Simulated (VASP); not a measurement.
Input of a VASP 6.6.1 run:

File POSCAR:

```
Zr
1.0
    3.2320000000      0.0000000000      0.0000000000
   -1.6160000000      2.7989940000      0.0000000000
    0.0000000000      0.0000000000      5.1470000000
Zr
2
Direct
    0.3333333333      0.6666666667      0.2500000000
    0.6666666667      0.3333333333      0.7500000000
```

File INCAR.step1:

```
SYSTEM = Zr
ALGO = Normal ; EDIFF = 1E-4
ENCUT = 600 ; GGA = PE
ISMEAR = 1 ; LASPH = .True.
LCHARG = .False. ; LREAL = .False.
LWAVE = .True. ; NELM = 100
PREC = Accurate ; SIGMA = 0.05
```

Contents of INCAR.step2:

```
SYSTEM = Zr
ALGO = Normal ; EDIFF = 1E-6
EDIFFG = -0.01 ; ENCUT = 600
IBRION = 2 ; ISIF = 3
ISMEAR = 1 ; ISTART = 1
LASPH = .True. ; LCHARG = .False.
LMIXTAU = .True. ; LREAL = .False.
LWAVE = .False. ; METAGGA = R2SCAN
NELM = 100 ; NSW = 60
PREC = Accurate ; SIGMA = 0.05
```

The input KPOINTS:

```
k-points
0
Gamma
  8 8 5
  0 0 0
```

Potentials or basis: VASP PAW PBE potentials, release 64 (Zr_sv).

The run is started by

```bash
$ cat potpaw_PBE.64/Zr_sv/POTCAR > POTCAR
$ cp INCAR.step1 INCAR
$ mpirun -np 1 vasp_std > vasp.out
$ cp INCAR.step2 INCAR
$ mpirun -np 1 vasp_std > vasp.out
```

What does it give for the relaxed volume?

23.52 Å³/atom.

Estimate the space group after relaxing (to 0.05 Å).

P6_3/mmc (No. 194).

Final structure:
```
Zr
1.0
     3.24193    0.00000    0.00000
    -1.62097    2.80759    0.00000
     0.00000    0.00000    5.16890
Zr
2
Direct
  0.33333 0.66667 0.25000
  0.66667 0.33333 0.75000
```

Caveat: the PAW data sets were made with another functional, which shifts forces and pressure a little. Zero-point motion and thermal expansion aren't in these numbers.
